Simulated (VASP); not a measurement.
# TiO2 (I4/m) in VASP: single point with PBE

Aim: the single point of TiO2 with PBE.

Everything below comes from runs of VASP 6.6.1. Logs are shortened: lines on timing, memory, paths and dates and some standing lists are left out, and cuts for length are marked.

### Step 1. The cell of the first run

It takes space group I4/m (No. 87, tetragonal). The conventional cell has a = 8.702 Å, b = 8.702 Å, c = 3.775 Å, α = 90.00°, β = 90.00°, γ = 90.00°. Within 2.4 Å of Ti (site symmetry m) lie 6 O at 1.80 to 2.26 Å. O (site symmetry m) has 4 Ti at 1.95 to 2.26 Å and 5 O at 2.62 to 2.65 Å within 2.7 Å. O (site symmetry m) has 2 Ti at 1.80 to 1.81 Å within 2.4 Å.

### Step 2. Single point, PBE

The input, INCAR:

```
PREC = Accurate ; ENCUT = 520
EDIFF = 1E-6 ; ISMEAR = 0
SIGMA = 0.05 ; LREAL = False
LASPH = True ; NELM = 60
ALGO = Normal ; ISIF = 2
LWAVE = False ; LCHARG = True
GGA = PE ; LVHAR = True
NBANDS = 60 ; KPAR = 4
```

The input, KPOINTS:

```
Automatic mesh
0
Gamma
  12 12 12
```

The input, POSCAR:

```
TiO2
1.0
   -4.3507577200      4.3507577200      1.8875556000
    4.3507577200     -4.3507577200      1.8875556000
    4.3507577200      4.3507577200     -1.8875556000
Ti O
4 8
Direct
    0.7077183000      0.0028552500      0.7105735400
    0.9971447500      0.7077183000      0.7048630500
    0.0028552500      0.2922817000      0.2951369500
    0.2922817000      0.9971447600      0.2894264600
    0.5011361800      0.1507847100      0.6519208900
    0.8383379800      0.8403974000      0.6787353800
    0.8492152900      0.5011361800      0.3503514600
    0.8403974000      0.1616620200      0.0020594200
    0.1596026000      0.8383379800      0.9979405800
    0.1507847100      0.4988638200      0.6496485400
    0.1616620200      0.1596026000      0.3212646200
    0.4988638200      0.8492152800      0.3480791100
```

Potentials or basis: VASP PAW PBE potentials, release 64 (Ti_sv, O).

The run is started by

```console
> cat potpaw_PBE.64/Ti_sv/POTCAR potpaw_PBE.64/O/POTCAR > POTCAR
> mpirun -np 4 vasp_std > vasp.out
```

OUTCAR:

```text
PREC = Accurate
   ENCUT = 520
   EDIFF = 1E-6
   ISMEAR = 0
   LREAL = False
   LASPH = True
   NELM = 60
   ISIF = 2
   GGA = PE

 ion  position               nearest neighbor table
   1  0.708  0.003  0.711-   8 1.80   6 1.81  10 1.95  10 1.95   5 2.21  12 2.26
   2  0.997  0.708  0.705-   6 1.80   9 1.81   5 1.95   5 1.95   7 2.21  10 2.26
   3  0.003  0.292  0.295-  11 1.80   8 1.81  12 1.95  12 1.95  10 2.21   7 2.26
   4  0.292  0.997  0.289-   9 1.80  11 1.81   7 1.95   7 1.95  12 2.21   5 2.26
   5  0.501  0.151  0.652-   2 1.95   2 1.95   1 2.21   4 2.26
   6  0.838  0.840  0.679-   2 1.80   1 1.81
   7  0.849  0.501  0.350-   4 1.95   4 1.95   2 2.21   3 2.26
   8  0.840  0.162  0.002-   1 1.80   3 1.81
   9  0.160  0.838  0.998-   4 1.80   2 1.81
  10  0.151  0.499  0.650-   1 1.95   1 1.95   3 2.21   2 2.26
  11  0.162  0.160  0.321-   3 1.80   4 1.81
  12  0.499  0.849  0.348-   3 1.95   3 1.95   4 2.21   1 2.26

  LATTYP: Found a body centered tetragonal cell.
 ALAT       =     8.7015154400
 C/A-ratio  =     0.4338452567

  Lattice vectors:

 A1 = (  -4.3507577200,   4.3507577200,   1.8875556000)
 A2 = (   4.3507577200,  -4.3507577200,   1.8875556000)
 A3 = (   4.3507577200,   4.3507577200,  -1.8875556000)

Analysis of symmetry for initial positions (statically):
=====================================================================
 Subroutine PRICEL returns:
 Original cell was already a primitive cell.

 Routine SETGRP: Setting up the symmetry group for a
 body centered tetragonal supercell.

 Subroutine GETGRP returns: Found  8 space group operations
 (whereof  8 operations were pure point group operations)
 out of a pool of 16 trial point group operations.

The static configuration has the point symmetry C_4h.

Analysis of symmetry for dynamics (positions and initial velocities):
=====================================================================
 Subroutine PRICEL returns:
 Original cell was already a primitive cell.

 Routine SETGRP: Setting up the symmetry group for a
 body centered tetragonal supercell.

 Subroutine GETGRP returns: Found  8 space group operations
 (whereof  8 operations were pure point group operations)
 out of a pool of 16 trial point group operations.

The dynamic configuration has the point symmetry C_4h.

 Subroutine INISYM returns: Found  8 space group operations
 (whereof  8 operations are pure point group operations),
 and found     1 'primitive' translations

----------------------------------------------------------------------------------------

                                     Primitive cell

  volume of cell :     142.9189

  direct lattice vectors                    reciprocal lattice vectors
    -4.350757720  4.350757720  1.887555600     0.000000000  0.114922511  0.264892859
     4.350757720 -4.350757720  1.887555600     0.114922511  0.000000000  0.264892859
     4.350757720  4.350757720 -1.887555600     0.114922511  0.114922511  0.000000000

  length of vectors
     6.435918864  6.435918864  6.435918864     0.288748005  0.288748005  0.162524973

  position of ions in fractional coordinates (direct lattice)
     0.707718300  0.002855250  0.710573540
     0.997144750  0.707718300  0.704863050
     0.002855250  0.292281700  0.295136950
     0.292281700  0.997144760  0.289426460
     0.501136180  0.150784710  0.651920890
     0.838337980  0.840397400  0.678735380
     0.849215290  0.501136180  0.350351460
     0.840397400  0.161662020  0.002059420
     0.159602600  0.838337980  0.997940580
     0.150784710  0.498863820  0.649648540
     0.161662020  0.159602600  0.321264620
     0.498863820  0.849215280  0.348079110

  ion indices of the primitive-cell ions
   primitive index   ion index
                 1           1
                 2           2
                 3           3
                 4           4
                 5           5
                 6           6
                 7           7
                 8           8
                 9           9
                10          10
                11          11
                12          12

----------------------------------------------------------------------------------------

 KPOINTS: Automatic mesh

Automatic generation of k-mesh.
 Grid dimensions read from file:
 generate k-points for:   12   12   12

 Generating k-lattice:

  Cartesian coordinates                     Fractional coordinates (reciprocal lattice)
     0.000000000  0.009576876  0.022074405     0.083333333  0.000000000  0.000000000
     0.009576876  0.000000000  0.022074405     0.000000000  0.083333333  0.000000000
     0.009576876  0.009576876  0.000000000     0.000000000  0.000000000  0.083333333

  Length of vectors
     0.024062334  0.024062334  0.013543748

  Shift w.r.t. Gamma in fractional coordinates (k-lattice)
     0.000000000  0.000000000  0.000000000

 Subroutine IBZKPT returns following result:
 ===========================================

 Found    242 irreducible k-points:

 Following reciprocal coordinates:
            Coordinates               Weight
  0.000000  0.000000  0.000000      1.000000
  0.083333  0.000000  0.000000      8.000000
  0.166667  0.000000  0.000000      8.000000
  0.250000  0.000000  0.000000      8.000000
  0.333333  0.000000 -0.000000      8.000000
  0.416667  0.000000  0.000000      8.000000
[... 16 lines left out ...]
 -0.250000  0.083333  0.000000      8.000000
 -0.083333  0.250000  0.000000      8.000000
 [... further k-points ...]
   k-points           NKPTS =    242   k-points in BZ     NKDIM =    242   number of bands    NBANDS=     60
   number of dos      NEDOS =    301   number of ions     NIONS =     12
   total plane-waves  NPLWV = 110592
   dimension x,y,z NGX =    48 NGY =   48 NGZ =   48
   dimension x,y,z NGXF=    96 NGYF=   96 NGZF=   96
   ions per type =               4   8
   NGX,Y,Z   is equivalent  to a cutoff of  12.40, 12.40, 12.40 a.u.
   NGXF,Y,Z  is equivalent  to a cutoff of  24.80, 24.80, 24.80 a.u.
 SYSTEM =  unknown system
   PREC   = accura    normal or accurate (medium, high low for compatibility)
   ISTART =      0    job   : 0-new  1-cont  2-samecut
   ICHARG =      2    charge: 1-file 2-atom 10-const
   ISPIN  =      1    spin polarized calculation?
   LNONCOLLINEAR =      F non collinear calculations
   LSORBIT =      F    spin-orbit coupling
   LASPH  =      T    aspherical Exc in radial PAW
   ENCUT  =  520.0 eV  38.22 Ry    6.18 a.u.  11.97 11.97 11.97*2*pi/ulx,y,z
   NELM   =     60;   NELMIN=  2; NELMDL= -5     # of ELM steps
   EDIFF  = 0.1E-05   stopping-criterion for ELM
   LREAL  =      F    real-space projection
   EDIFFG = 0.1E-04   stopping-criterion for IOM
   NSW    =      0    number of steps for IOM
   IBRION =     -1    ionic relax: 0-MD 1-quasi-New 2-CG
   NFREE  =      0    steps in history (QN), initial steepest desc. (CG)
   ISIF   =      2    stress and relaxation
   ISYM   =      2    0-nonsym 1-usesym 2-fastsym
   POTIM  = 0.5000    time-step for ionic-motion
   TEBEG  =    0.0;   TEEND  =   0.0 temperature during run
   PSTRESS=    0.0 pullay stress
   NELECT =      96.0000    total number of electrons
   NUPDOWN=      -1.0000    fix difference up-down
   EMIN   =  10.00;   EMAX   =-10.00  energy-range for DOS
   EFERMI =   0.00;   METHOD = LEGACY
   ISMEAR =     0;   SIGMA  =   0.05  broadening in eV -4-tet -1-fermi 0-gaus
   EFERMI_NEDOS =   21; number of points for ismear=-14 and -15
   IALGO  =     38    algorithm
   IMIX   =      4    mixing-type and parameters
     AMIX     =   0.40;   BMIX     =  1.00
     AMIX_MAG =   1.60;   BMIX_MAG =  1.00
  volume/ion in A,a.u.               =      11.91        80.37
  Fermi-wavevector in a.u.,A,eV,Ry     =   1.433734  2.709365 27.968062  2.055595
  Thomas-Fermi vector in A             =   2.553220
   LORBIT       =      0    0 simple, 1 ext, 2 COOP (PROOUT), +10 PAW based schemes
   GGA     = PE    functional components
   LHFCALC =     F    Hartree Fock is set to
   AEXX    =    0.0000 exact exchange contribution
   IVDW    =     0    specifies the selected vdW correction
   LEPSILON=     F    determine dielectric tensor
   LRPA    =     F    only Hartree local field effects (RPA)
 non-spin polarized calculation
 Gauss-broadening in eV      SIGMA  =   0.05
  energy-cutoff  :      520.00
  volume of cell :      142.92
 maximum number of plane-waves:      3882
   NGX = 23   NGY = 23   NGZ = 23

 number of electron      95.9999988 magnetization

 Free energy of the ion-electron system (eV)
  ---------------------------------------------------
  ext. energy  EPLUGINS =         0.00000000
  ---------------------------------------------------
  free energy    TOTEN  =      -107.29106175 eV

  energy without entropy =     -107.29106175  energy(sigma->0) =     -107.29106175

 E-fermi :   3.2606     XC(G=0): -10.4181

 val. band max:        3.0644976574   @ k =   0.5000   0.5000   0.5000
 cond. band min:       4.6877263044   @ k =   0.0000   0.0000   0.0000
 fundamental gap:      1.6232286470
 Fermi energy:         3.2606293042

 k-point     1 :       0.0000    0.0000    0.0000
  band No.  band energies     occupation
      1     -53.3197      2.00000
      2     -53.3001      2.00000
      3     -53.3001      2.00000
      4     -53.2837      2.00000
      5     -29.7442      2.00000
      6     -29.7248      2.00000
[... 52 lines left out ...]
     59       7.7247      0.00000
     60       7.8093      0.00000

 k-point     2 :       0.0833    0.0000    0.0000
  band No.  band energies     occupation
      1     -53.3189      2.00000
      2     -53.3000      2.00000
      3     -53.3000      2.00000
      4     -53.2841      2.00000
      5     -29.7413      2.00000
      6     -29.7242      2.00000
[... 52 lines left out ...]
     59       7.5988      0.00000
     60       7.7094      0.00000

 k-point     3 :       0.1667    0.0000    0.0000
  band No.  band energies     occupation
      1     -53.3167      2.00000
      2     -53.2995      2.00000
      3     -53.2995      2.00000
      4     -53.2854      2.00000
      5     -29.7333      2.00000
      6     -29.7229      2.00000
[... 1312 lines left out ...]
     59       7.5234      0.00000
     60       7.6690      0.00000

 k-point    24 :      -0.0833    0.2500    0.0000
  band No.  band energies     occupation
      1     -53.3163      2.00000
      2     -53.2999      2.00000
      3     -53.2991      2.00000
      4     -53.2858      2.00000
      5     -29.7304      2.00000
      6     -29.7196      2.00000
[... 52 lines left out ...]
     59       7.5235      0.00000
     60       7.6684      0.00000

 [... further k-points ...]

------------------------ aborting loop because EDIFF is reached ----------------------------------------

  FORCE on cell =-STRESS in cart. coord.  units (eV):
  Direction    XX          YY          ZZ          XY          YZ          ZX
  --------------------------------------------------------------------------------------
  -------------------------------------------------------------------------------------
  Total        3.3538720      3.3538720      3.5262270      0.0000005      0.0000000     -0.0000000
  in kB       37.5982403     37.5982403     39.5304085      0.0000057      0.0000000     -0.0000000
  external PRESSURE =      38.2422964 kB  Pullay stress =       0.0000000 kB

 VOLUME and BASIS-vectors are now :
 -----------------------------------------------------------------------------
  energy-cutoff  :      520.00
  volume of cell :      142.92
      direct lattice vectors                 reciprocal lattice vectors
    -4.350757720  4.350757720  1.887555600     0.000000000  0.114922511  0.264892859
     4.350757720 -4.350757720  1.887555600     0.114922511  0.000000000  0.264892859
     4.350757720  4.350757720 -1.887555600     0.114922511  0.114922511  0.000000000

 POSITION                                       TOTAL-FORCE (eV/Angst)
 -----------------------------------------------------------------------------------
      0.02484      6.15822      0.00000         0.021015      0.108736      0.000000
      1.80746      4.32591      1.88756         0.108736     -0.021015      0.000000
      2.54329      0.02485      0.00000        -0.108736      0.021015      0.000000
      4.32591     -1.80746      1.88756        -0.021015     -0.108736      0.000000
      1.31206      4.36064      0.00000         0.086706     -0.011710     -0.000000
      2.96197      2.94405      1.88756        -0.010251      0.043725      0.000000
      0.00989      3.03870      1.88756        -0.011710     -0.086706      0.000000
     -2.94405      2.96197      1.88756        -0.043725     -0.010251      0.000000
      7.29481      1.38878      0.00000         0.043725      0.010251     -0.000000
      4.34087      1.31206     -0.00000         0.011710      0.086706     -0.000000
      1.38878      1.40670      0.00000         0.010251     -0.043725     -0.000000
      3.03870     -0.00989      1.88756        -0.086706      0.011710      0.000000
 -----------------------------------------------------------------------------------
    total drift:                               -0.000026      0.000028     -0.000019

  FREE ENERGIE OF THE ION-ELECTRON SYSTEM (eV)
  ---------------------------------------------------
  free  energy   TOTEN  =      -107.2910617536 eV

  energy  without entropy=     -107.2910617536  energy(sigma->0) =     -107.29106175
```

Run time: 17 min. Hardware: 4 MPI ranks of Intel Xeon Platinum 8488C (Sapphire Rapids), shared host; peak memory 1.4 GiB.

What came out:

| Item | Value |
| --- | --- |
| Free energy | -107.2911 eV |
| Pressure | 3.8 GPa |
| Largest force | 0.111 eV/Å |
| Band gap on the k mesh | 1.62 eV (least direct gap 2.31 eV) |

Forces on the atoms (eV/Å):
```
Ti   0.021  0.109  0.000
Ti   0.109 -0.021  0.000
Ti  -0.109  0.021  0.000
Ti  -0.021 -0.109  0.000
O    0.087 -0.012  0.000
O   -0.010  0.044  0.000
O   -0.012 -0.087  0.000
O   -0.044 -0.010  0.000
O    0.044  0.010  0.000
O    0.012  0.087  0.000
O    0.010 -0.044  0.000
O   -0.087  0.012  0.000
```

Stress tensor (GPa, compression positive):
```
3.76 0.00 0.00
0.00 3.76 0.00
0.00 0.00 3.95
```

Levels at points of the mesh, in eV from the valence-band top:
```tsv
k point	band 45	band 46	band 47	band 48	band 49	band 50	band 51	band 52
(0.00, 0.00, 0.00)	-0.93	-0.93	-0.92	-0.69	1.62	3.03	3.03	3.07
(0.50, 0.00, 0.00)	-0.80	-0.72	-0.68	-0.36	2.83	3.18	3.25	3.31
(0.50, 0.50, 0.00)	-1.16	-0.94	-0.92	-0.66	2.29	2.53	2.74	3.28
(0.50, 0.50, 0.50)	-1.23	-1.14	-1.14	0.00	2.86	2.86	2.92	3.09
```

Caveat: the cell stands under pressure. A k mesh can miss the band edges.
